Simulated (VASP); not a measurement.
Wanted: the native input for a VASP 6.6.1 run.

```yaml
Task: single point
Functional: PBEsol
Dispersion: D3(BJ)
Potentials_or_basis: VASP PAW PBE potentials, release 64 (P)
Cutoff: 520 eV
k_mesh: 12 × 12 × 12
Occupations: gaussian, width 0.15 eV
Spin: no spin polarisation
Dipole_correction: no
Further_INCAR_settings: ALGO = Normal; EDIFF = 1e-07; NBANDS = 8
```

The structure of P lies in POSCAR:

```
P
1.0
    4.2729048574      0.0000000000      0.1335282768
    0.0000000000      4.2729048574      0.0000000000
    0.1368125000      0.0000000000      4.3780000000
P
1
Direct
    0.0000000000      0.0000000000      0.0000000000
```

This cell differs from its parent crystal: strain +0.0625 x Voigt [0, 0, 0, 0, 1, 0].

These files were run (other wordings do the same):

INCAR

```
SYSTEM = P
ALGO = Normal
EDIFF = 1E-7
ENCUT = 520
GGA = PS
ISIF = 2
ISMEAR = 0
IVDW = 12
LASPH = .True.
LCHARG = .False.
LREAL = .False.
LWAVE = .False.
NBANDS = 8
NELM = 80
PREC = Accurate
SIGMA = 0.15
```

KPOINTS

```
k-points
0
Gamma
  12 12 12
  0 0 0
```

Potentials or basis: VASP PAW PBE potentials, release 64 (P).

Launch:

```sh
$ cat potpaw_PBE.64/P/POTCAR > POTCAR
$ mpirun -np 1 vasp_std > vasp.out
```

It gave:

```json
{
 "Pressure": "-4.0 GPa",
 "Band gap on the k mesh": "zero (an odd number of electrons rules out a gap without spin polarisation)",
 "Dispersion energy per atom": "-0.081 eV"
}
```

Caveat: the cell differs from its parent crystal (strain +0.0625 x Voigt [0, 0, 0, 0, 1, 0]); the cell stands under tension; the PAW data sets were made with another functional, which shifts forces and pressure a little.

It took 4.9 min on 1 thread of Intel Xeon 8259CL (shared host), peak memory 0.41 GiB.
